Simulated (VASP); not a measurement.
# Ta3N (P-3m1) in VASP: settings compared

The runs below take Ta3N through single point, with PBEsol+U, PBEsol.

Program: VASP 6.6.1. These are calculated values, not measurements. Logs are shortened: lines on timing, memory, paths and dates and some standing lists are left out, and cuts for length are marked.

### 1 The cell of the first run

The structure is trigonal, space group P-3m1 (No. 164). Conventional cell: a = 3.000 Å, b = 3.000 Å, c = 7.473 Å, α = 90.00°, β = 90.00°, γ = 120.00°. Within 2.9 Å of Ta (site symmetry 3m) lie 3 N at 2.16 Å. Within 3.9 Å of Ta (site symmetry -3m) lie 12 Ta at 3.00 Å and 2 N at 3.74 Å. N (site symmetry -3m) has 6 Ta at 2.16 Å within 2.9 Å.

### 2 Single point, PBEsol+U

INCAR

```
ALGO = Normal ; EDIFF = 1E-6
ENCUT = 600 ; GGA = PS
GGA_COMPAT = False ; ISIF = 2
ISMEAR = -1 ; LASPH = True
LCHARG = False ; LDAU = True
LDAUJ = 0 0 ; LDAUL = 2 -1
LDAUPRINT = 1 ; LDAUTYPE = 2
LDAUU = 1 0 ; LMAXMIX = 4
LREAL = False ; LWAVE = False
NBANDS = 30 ; NELM = 200
PREC = Accurate ; SIGMA = 0.05
```

KPOINTS

```
k-points
0
Gamma
  10 10 4
```

POSCAR

```
Ta3N
1.0
    2.9996136662      0.0000000000      0.0000000000
   -1.4998068331      2.5977416364      0.0000000000
    0.0000000000      0.0000000000      7.4725461458
Ta N
3 1
Direct
    0.6666666667      0.3333333333      0.8271394734
    0.3333333333      0.6666666667      0.1728605266
    0.0000000000      0.0000000000      0.5000000000
    0.0000000000      0.0000000000      0.0000000000
```

Potentials or basis: VASP PAW PBE potentials, release 64 (Ta_sv_GW, N).

Command:

```console
cat potpaw_PBE.64/Ta_sv_GW/POTCAR potpaw_PBE.64/N/POTCAR > POTCAR
mpirun -np 1 vasp_std > vasp.out
```

OUTCAR:

```text
EDIFF = 1E-6
   ENCUT = 600
   GGA = PS
   ISIF = 2
   ISMEAR = -1
   LASPH = True
   LREAL = False
   NELM = 200
   PREC = Accurate

 ion  position               nearest neighbor table
   1  0.667  0.333  0.827-   4 2.16   4 2.16   4 2.16   3 3.00   3 3.00   3 3.00   2 3.11   2 3.11
                             2 3.11
   2  0.333  0.667  0.173-   4 2.16   4 2.16   4 2.16   3 3.00   3 3.00   3 3.00   1 3.11   1 3.11
                             1 3.11
   3  0.000  0.000  0.500-   1 3.00   2 3.00   2 3.00   1 3.00   1 3.00   2 3.00
   4  0.000  0.000  0.000-   1 2.16   2 2.16   2 2.16   1 2.16   1 2.16   2 2.16

  LATTYP: Found a hexagonal cell.
 ALAT       =     2.9996136662
 C/A-ratio  =     2.4911695229

  Lattice vectors:

 A1 = (   2.9996136662,   0.0000000000,   0.0000000000)
 A2 = (  -1.4998068331,   2.5977416364,   0.0000000000)
 A3 = (   0.0000000000,   0.0000000000,   7.4725461458)

Analysis of symmetry for initial positions (statically):
=====================================================================
 Subroutine PRICEL returns:
 Original cell was already a primitive cell.

 Routine SETGRP: Setting up the symmetry group for a
 hexagonal supercell.

 Subroutine GETGRP returns: Found 12 space group operations
 (whereof 12 operations were pure point group operations)
 out of a pool of 24 trial point group operations.

The static configuration has the point symmetry D_3d.

Analysis of symmetry for dynamics (positions and initial velocities):
=====================================================================
 Subroutine PRICEL returns:
 Original cell was already a primitive cell.

 Routine SETGRP: Setting up the symmetry group for a
 hexagonal supercell.

 Subroutine GETGRP returns: Found 12 space group operations
 (whereof 12 operations were pure point group operations)
 out of a pool of 24 trial point group operations.

The dynamic configuration has the point symmetry D_3d.

 Subroutine INISYM returns: Found 12 space group operations
 (whereof 12 operations are pure point group operations),
 and found     1 'primitive' translations

----------------------------------------------------------------------------------------

                                     Primitive cell

  volume of cell :      58.2277

  direct lattice vectors                    reciprocal lattice vectors
     2.999613666  0.000000000  0.000000000     0.333376265  0.192474876  0.000000000
    -1.499806833  2.597741636  0.000000000     0.000000000  0.384949753  0.000000000
     0.000000000  0.000000000  7.472546146     0.000000000  0.000000000  0.133823195

  length of vectors
     2.999613666  2.999613666  7.472546146     0.384949752  0.384949753  0.133823195

  position of ions in fractional coordinates (direct lattice)
     0.666666667  0.333333333  0.827139473
     0.333333333  0.666666667  0.172860527
     0.000000000  0.000000000  0.500000000
     0.000000000  0.000000000  0.000000000

  ion indices of the primitive-cell ions
   primitive index   ion index
                 1           1
                 2           2
                 3           3
                 4           4

----------------------------------------------------------------------------------------

 KPOINTS: k-points

Automatic generation of k-mesh.
 Grid dimensions read from file:
 generate k-points for:   10   10    4

 Generating k-lattice:

  Cartesian coordinates                     Fractional coordinates (reciprocal lattice)
     0.033337626  0.019247488  0.000000000     0.100000000  0.000000000  0.000000000
     0.000000000  0.038494975  0.000000000     0.000000000  0.100000000  0.000000000
     0.000000000  0.000000000  0.033455799     0.000000000  0.000000000  0.250000000

  Length of vectors
     0.038494975  0.038494975  0.033455799

  Shift w.r.t. Gamma in fractional coordinates (k-lattice)
     0.000000000  0.000000000  0.000000000

 Subroutine IBZKPT returns following result:
 ===========================================

 Found     50 irreducible k-points:

 Following reciprocal coordinates:
            Coordinates               Weight
  0.000000  0.000000  0.000000      1.000000
  0.100000  0.000000  0.000000      6.000000
  0.200000  0.000000  0.000000      6.000000
  0.300000 -0.000000  0.000000      6.000000
  0.400000 -0.000000  0.000000      6.000000
  0.500000  0.000000  0.000000      3.000000
[... 16 lines left out ...]
  0.000000  0.400000  0.250000      6.000000
  0.500000  0.000000  0.250000      6.000000
 [... further k-points ...]
   k-points           NKPTS =     50   k-points in BZ     NKDIM =     50   number of bands    NBANDS=     30
   number of dos      NEDOS =    301   number of ions     NIONS =      4
   total plane-waves  NPLWV =  34560
   dimension x,y,z NGX =    24 NGY =   24 NGZ =   60
   dimension x,y,z NGXF=    48 NGYF=   48 NGZF=  120
   ions per type =               3   1
   NGX,Y,Z   is equivalent  to a cutoff of  13.30, 13.30, 13.35 a.u.
   NGXF,Y,Z  is equivalent  to a cutoff of  26.60, 26.60, 26.70 a.u.
 SYSTEM =  unknown system
   PREC   = accura    normal or accurate (medium, high low for compatibility)
   ISTART =      0    job   : 0-new  1-cont  2-samecut
   ICHARG =      2    charge: 1-file 2-atom 10-const
   ISPIN  =      1    spin polarized calculation?
   LNONCOLLINEAR =      F non collinear calculations
   LSORBIT =      F    spin-orbit coupling
   LASPH  =      T    aspherical Exc in radial PAW
   ENCUT  =  600.0 eV  44.10 Ry    6.64 a.u.   5.99  5.99 14.92*2*pi/ulx,y,z
   NELM   =    200;   NELMIN=  2; NELMDL= -5     # of ELM steps
   EDIFF  = 0.1E-05   stopping-criterion for ELM
   LREAL  =      F    real-space projection
   EDIFFG = 0.1E-04   stopping-criterion for IOM
   NSW    =      0    number of steps for IOM
   IBRION =     -1    ionic relax: 0-MD 1-quasi-New 2-CG
   NFREE  =      0    steps in history (QN), initial steepest desc. (CG)
   ISIF   =      2    stress and relaxation
   ISYM   =      2    0-nonsym 1-usesym 2-fastsym
   POTIM  = 0.5000    time-step for ionic-motion
   TEBEG  =    0.0;   TEEND  =   0.0 temperature during run
   PSTRESS=    0.0 pullay stress
   NELECT =      44.0000    total number of electrons
   NUPDOWN=      -1.0000    fix difference up-down
   EMIN   =  10.00;   EMAX   =-10.00  energy-range for DOS
   EFERMI =   0.00;   METHOD = LEGACY
   ISMEAR =    -1;   SIGMA  =   0.05  broadening in eV -4-tet -1-fermi 0-gaus
   EFERMI_NEDOS =   21; number of points for ismear=-14 and -15
   IALGO  =     38    algorithm
   IMIX   =      4    mixing-type and parameters
     AMIX     =   0.40;   BMIX     =  1.00
     AMIX_MAG =   1.60;   BMIX_MAG =  1.00
  volume/ion in A,a.u.               =      14.56        98.24
  Fermi-wavevector in a.u.,A,eV,Ry     =   1.491131  2.817829 30.252163  2.223471
  Thomas-Fermi vector in A             =   2.603825
   LORBIT       =      0    0 simple, 1 ext, 2 COOP (PROOUT), +10 PAW based schemes
 LDA+U is selected, type is set to LDAUTYPE =  2
   angular momentum for each species LDAUL =     2   -1
   U (eV)           for each species LDAUU =   1.0  0.0
   J (eV)           for each species LDAUJ =   0.0  0.0
   GGA     = PS    functional components
   LHFCALC =     F    Hartree Fock is set to
   AEXX    =    0.0000 exact exchange contribution
   IVDW    =     0    specifies the selected vdW correction
   LEPSILON=     F    determine dielectric tensor
   LRPA    =     F    only Hartree local field effects (RPA)
 non-spin polarized calculation
  energy-cutoff  :      600.00
  volume of cell :       58.23
 maximum number of plane-waves:      1970
   NGX = 11   NGY = 11   NGZ = 29

atom =   1  type =  1  l = 2

 onsite density matrix

spin component  1

  0.2404  0.0000  0.0000  0.0113 -0.0000
  0.0000  0.2266 -0.0000  0.0000  0.0113
  0.0000 -0.0000  0.2562  0.0000 -0.0000
  0.0113  0.0000  0.0000  0.2266  0.0000
 -0.0000  0.0113 -0.0000  0.0000  0.2404
[... 77 lines left out ...]
  o =  0.1633  v =  0.0000  0.8251 -0.0000  0.0000 -0.5650  0.0000  0.0000  0.0000  0.0000  0.0000      0.0000  0.0000  0.0000  0.0000  0.0000  0.0000  0.0000  0.0000  0.0000  0.0000
  o =  0.1633  v =  0.0000  0.0000  0.0000  0.0000  0.0000  0.0000  0.8251 -0.0000  0.0000 -0.5650      0.0000  0.0000  0.0000  0.0000  0.0000  0.0000  0.0000  0.0000  0.0000  0.0000
  o =  0.1633  v =  0.0000  0.0000  0.0000  0.0000  0.0000  0.5650  0.0000 -0.0000 -0.8251 -0.0000      0.0000  0.0000  0.0000  0.0000  0.0000  0.0000  0.0000  0.0000  0.0000  0.0000
  o =  0.1633  v =  0.5650  0.0000 -0.0000 -0.8251 -0.0000  0.0000  0.0000  0.0000  0.0000  0.0000      0.0000  0.0000  0.0000  0.0000  0.0000  0.0000  0.0000  0.0000  0.0000  0.0000
  o =  0.2474  v =  0.0000  0.5650  0.0000 -0.0000  0.8251  0.0000  0.0000  0.0000  0.0000  0.0000      0.0000  0.0000  0.0000  0.0000  0.0000  0.0000  0.0000  0.0000  0.0000  0.0000
  o =  0.2474  v =  0.0000  0.0000  0.0000  0.0000  0.0000  0.0000  0.5650  0.0000 -0.0000  0.8251      0.0000  0.0000  0.0000  0.0000  0.0000  0.0000  0.0000  0.0000  0.0000  0.0000
  o =  0.2474  v = -0.8251  0.0000 -0.0000 -0.5650 -0.0000  0.0000  0.0000  0.0000  0.0000  0.0000      0.0000  0.0000  0.0000  0.0000  0.0000  0.0000  0.0000  0.0000  0.0000  0.0000
  o =  0.2474  v =  0.0000  0.0000  0.0000  0.0000  0.0000 -0.8251  0.0000 -0.0000 -0.5650 -0.0000      0.0000  0.0000  0.0000  0.0000  0.0000  0.0000  0.0000  0.0000  0.0000  0.0000
  o =  0.2831  v =  0.0000  0.0000  0.0000  0.0000  0.0000  0.0000  0.0000 -1.0000  0.0000  0.0000      0.0000  0.0000  0.0000  0.0000  0.0000  0.0000  0.0000  0.0000  0.0000  0.0000
  o =  0.2831  v =  0.0000  0.0000 -1.0000  0.0000  0.0000  0.0000  0.0000  0.0000  0.0000  0.0000      0.0000  0.0000  0.0000  0.0000  0.0000  0.0000  0.0000  0.0000  0.0000  0.0000

 number of electron      43.9999998 magnetization

 Free energy of the ion-electron system (eV)
  ---------------------------------------------------
  ext. energy  EPLUGINS =         0.00000000
  ---------------------------------------------------
  free energy    TOTEN  =       -53.31476273 eV

  energy without entropy =      -53.29040807  energy(sigma->0) =      -53.30258540

 E-fermi :  11.5249     XC(G=0): -13.3638

 val. band max:       11.4901932425   @ k =   0.4000  -0.0000   0.2500
 cond. band min:      11.5341268796   @ k =   0.2000   0.0000   0.2500
 fundamental gap:      0.0439336371
 Fermi energy:        11.5248514784

 k-point     1 :       0.0000    0.0000    0.0000
  band No.  band energies     occupation
      1     -56.9536      2.00000
      2     -56.9218      2.00000
      3     -56.4046      2.00000
      4     -23.7887      2.00000
      5     -23.4605      2.00000
      6     -23.0815      2.00000
[... 781 lines left out ...]
     29      16.6585      0.00000
     30      17.4476      0.00000

 [... further k-points ...]
[... 5 lines left out ...]
  --------------------------------------------------------------------------------------
  -------------------------------------------------------------------------------------
  Total        0.8791478      0.8791478      0.7559924      0.0000000      0.0000000      0.0000000
  in kB       24.1903740     24.1903740     20.8016659      0.0000000      0.0000000      0.0000000
  external PRESSURE =      23.0608046 kB  Pullay stress =       0.0000000 kB

 VOLUME and BASIS-vectors are now :
 -----------------------------------------------------------------------------
  energy-cutoff  :      600.00
  volume of cell :       58.23
      direct lattice vectors                 reciprocal lattice vectors
     2.999613666  0.000000000  0.000000000     0.333376265  0.192474876  0.000000000
    -1.499806833  2.597741636  0.000000000     0.000000000  0.384949753  0.000000000
     0.000000000  0.000000000  7.472546146     0.000000000  0.000000000  0.133823195

 POSITION                                       TOTAL-FORCE (eV/Angst)
 -----------------------------------------------------------------------------------
      1.49981      0.86591      6.18084        -0.000000      0.000000     -0.109779
     -0.00000      1.73183      1.29171         0.000000     -0.000000      0.109779
      0.00000      0.00000      3.73627         0.000000      0.000000      0.000000
      0.00000      0.00000      0.00000         0.000000      0.000000      0.000000
 -----------------------------------------------------------------------------------
    total drift:                                0.000000     -0.000000      0.000000

  FREE ENERGIE OF THE ION-ELECTRON SYSTEM (eV)
  ---------------------------------------------------
  free  energy   TOTEN  =       -53.3147627292 eV

  energy  without entropy=      -53.2904080699  energy(sigma->0) =      -53.30258540
```

It took 91 s on 1 thread of Intel Xeon Platinum 8488C (Sapphire Rapids), shared host; peak memory 0.24 GiB.

What came out:

* Free energy: -53.3148 eV
* Pressure: 2.3 GPa
* Largest force: 0.110 eV/Å
* Band gap on the k mesh: zero (band 22 reaches 11.92 eV, above the bottom of band 23 at 11.26 eV)

Forces on the atoms (eV/Å):
```
Ta   0.000  0.000 -0.110
Ta   0.000  0.000  0.110
Ta   0.000  0.000  0.000
N    0.000  0.000  0.000
```

Levels at points of the mesh, in eV from the Fermi level:
```csv
k point,band 20,band 21,band 22,band 23,band 24,band 25
"(0.00, 0.00, 0.00)",-0.48,-0.48,-0.39,0.33,0.33,0.96
"(0.50, 0.00, 0.00)",-1.21,-0.56,0.20,0.80,0.91,3.65
"(0.00, 0.00, 0.50)",-1.21,-0.27,-0.27,0.61,0.61,1.24
"(0.50, 0.00, 0.50)",-1.35,-1.28,0.15,0.97,1.36,2.56
```

Eigenvalues of the final occupation matrices:
```tsv
site	spin	trace	eigenvalues
site 1 d	1	1.19	0.22 0.22 0.25 0.25 0.26
site 1 d	2	1.19	0.22 0.22 0.25 0.25 0.26
site 2 d	1	1.19	0.22 0.22 0.25 0.25 0.26
site 2 d	2	1.19	0.22 0.22 0.25 0.25 0.26
site 3 d	1	1.10	0.16 0.16 0.25 0.25 0.28
site 3 d	2	1.10	0.16 0.16 0.25 0.25 0.28
```

Caveat: the PAW data sets were made with another functional, which shifts forces and pressure a little; spin-orbit coupling is left out, which moves the levels of the heavy elements; U without spin polarisation on a metal has little footing.

### 3 Single point, PBEsol

This run uses another cell than the first one, of 14.52 Å³/atom, 0.997 times its volume.

INCAR

```
PREC     = Accurate       # precision mode
ENCUT    = 600            # plane-wave cutoff, eV
EDIFF    = 1E-6           # SCF threshold, eV
ISMEAR   = -1             # smearing method
SIGMA    = 0.05           # smearing width, eV
LREAL    = False          # projectors in reciprocal space
LASPH    = True           # aspherical terms in the spheres
NELM     = 120            # most SCF steps
ALGO     = Normal         # electronic algorithm
ISIF     = 2              # what is computed and relaxed
LWAVE    = False          # write WAVECAR
LCHARG   = False          # write CHGCAR
GGA      = PS             # functional
NBANDS   = 30             # bands
GGA_COMPAT= False
```

KPOINTS

```
Automatic mesh
0
Gamma
  10 10 4
```

POSCAR

```
Ta3N
1.0
    2.9989864951      0.0000000000      0.0000000000
   -1.4994932476      2.5971984904      0.0000000000
    0.0000000000      0.0000000000      7.4550429441
Ta N
3 1
Direct
    0.6666666667      0.3333333333      0.8273433382
    0.3333333333      0.6666666667      0.1726566618
    0.0000000000      0.0000000000      0.5000000000
    0.0000000000      0.0000000000      0.0000000000
```

Potentials or basis: VASP PAW PBE potentials, release 64 (Ta_sv_GW, N).

Command:

```console
cat potpaw_PBE.64/Ta_sv_GW/POTCAR potpaw_PBE.64/N/POTCAR > POTCAR
mpirun -np 1 vasp_std > vasp.out
```

Wall time 2 min (1 thread of Intel Xeon Platinum 8259CL at 2.50GHz (Skylake/Cascade Lake), shared host); peak memory 0.24 GiB.

It converged, with:

| Quantity | Value |
| --- | --- |
| Free energy | -55.9929 eV |
| Pressure | -0.1 GPa |
| Largest force | 0.041 eV/Å |
| Band gap on the k mesh | zero (band 22 reaches 11.89 eV, above the bottom of band 23 at 11.18 eV) |

Forces on the atoms (eV/Å):
```
Ta   0.000  0.000 -0.041
Ta   0.000  0.000  0.041
Ta   0.000  0.000  0.000
N    0.000  0.000  0.000
```

Levels at points of the mesh, in eV from the Fermi level:
```csv
k point,band 19,band 20,band 21,band 22,band 23,band 24,band 25,band 26
"(0.00, 0.00, 0.00)",-1.37,-0.52,-0.52,-0.38,0.29,0.29,1.00,1.95
"(0.50, 0.00, 0.00)",-3.19,-1.13,-0.54,0.25,0.74,0.99,3.62,4.16
"(0.00, 0.00, 0.50)",-1.29,-1.19,-0.31,-0.31,0.57,0.57,1.27,1.35
"(0.50, 0.00, 0.50)",-2.99,-1.27,-1.26,0.23,1.00,1.32,2.52,4.52
```

Caveat: the PAW data sets were made with another functional, which shifts forces and pressure a little; spin-orbit coupling is left out, which moves the levels of the heavy elements.

### 4 Single point, PBEsol

This run uses another cell than the first one, of 14.38 Å³/atom, 0.988 times its volume.

INCAR

```
SYSTEM = Ta3N
ALGO = Normal
EDIFF = 1E-6
ENCUT = 600
GGA = PS
GGA_COMPAT = .FALSE.
ISIF = 2
ISMEAR = -1
LASPH = .TRUE.
LCHARG = .FALSE.
LREAL = .FALSE.
LWAVE = .FALSE.
NBANDS = 30
NELM = 120
PREC = Accurate
SIGMA = 0.05
```

KPOINTS

```
k-points
0
G
  10 10 4
  0 0 0
```

POSCAR

```
Ta3N
1.0
    2.9912429644      0.0000000000      0.0000000000
   -1.4956214823      2.5904923961      0.0000000000
    0.0000000000      0.0000000000      7.4224470073
Ta N
3 1
Direct
    0.6666666667      0.3333333333      0.8260700000
    0.3333333333      0.6666666667      0.1739300000
    0.0000000000      0.0000000000      0.5000000000
    0.0000000000      0.0000000000      0.0000000000
```

Command:

```console
cat potpaw_PBE.64/Ta_sv_GW/POTCAR potpaw_PBE.64/N/POTCAR > POTCAR
mpirun -np 1 vasp_std > vasp.out
```

Run time: 2.6 min. Hardware: 1 thread of Intel Xeon Platinum 8488C (Sapphire Rapids), shared host; peak memory 0.23 GiB.

Results (log left out):

| Quantity | Value |
| --- | --- |
| Free energy | -55.9882 eV |
| Pressure | 2.1 GPa |
| Largest force | 0.089 eV/Å |
| Band gap on the k mesh | zero (band 22 reaches 12.04 eV, above the bottom of band 23 at 11.31 eV) |

Forces in eV/Å, atoms in the order of the input:
```
Ta   0.000  0.000  0.089
Ta   0.000  0.000 -0.089
Ta   0.000  0.000  0.000
N    0.000  0.000  0.000
```

Stress tensor (GPa, compression positive):
```
1.78 0.00 0.00
0.00 1.78 0.00
0.00 0.00 2.73
```

Levels at points of the mesh, in eV from the Fermi level:
```csv
k point,band 19,band 20,band 21,band 22,band 23,band 24,band 25,band 26
"(0.00, 0.00, 0.00)",-1.33,-0.53,-0.53,-0.36,0.25,0.25,0.97,1.94
"(0.50, 0.00, 0.00)",-3.24,-1.14,-0.53,0.21,0.69,1.01,3.66,4.24
"(0.00, 0.00, 0.50)",-1.30,-1.17,-0.31,-0.31,0.54,0.54,1.26,1.31
"(0.50, 0.00, 0.50)",-3.04,-1.30,-1.28,0.24,1.01,1.28,2.51,4.61
```

Caveat: the PAW data sets were made with another functional, which shifts forces and pressure a little; spin-orbit coupling is left out, which moves the levels of the heavy elements.

### 5 Overview

```csv
level,U,cell,gap on the mesh (eV),pressure (GPa),largest force (eV/Å)
PBEsol+U,Ta d U = 1.0 eV,"a = 3.000, b = 3.000, c = 7.473 Å, angles 90.0, 90.0, 120.0°, 4 atoms",none,2.3,0.11
PBEsol,-,"a = 2.999, b = 2.999, c = 7.455 Å, angles 90.0, 90.0, 120.0°, 4 atoms",none,-0.1,0.04
PBEsol,-,"a = 2.991, b = 2.991, c = 7.422 Å, angles 90.0, 90.0, 120.0°, 4 atoms",none,2.1,0.09
```

Alike in all rows: task single point; potentials or basis VASP PAW PBE potentials, release 64 (Ta_sv_GW, N); no spin polarisation; k mesh 10 × 10 × 4; cutoff (eV) 600; smearing fermi-dirac 0.05 eV.

Caveats: the PAW data sets were made with another functional, which shifts forces and pressure a little; spin-orbit coupling is left out, which moves the levels of the heavy elements; U without spin polarisation on a metal has little footing (some runs).

Absolute energies hang on the potentials; compare differences alone.
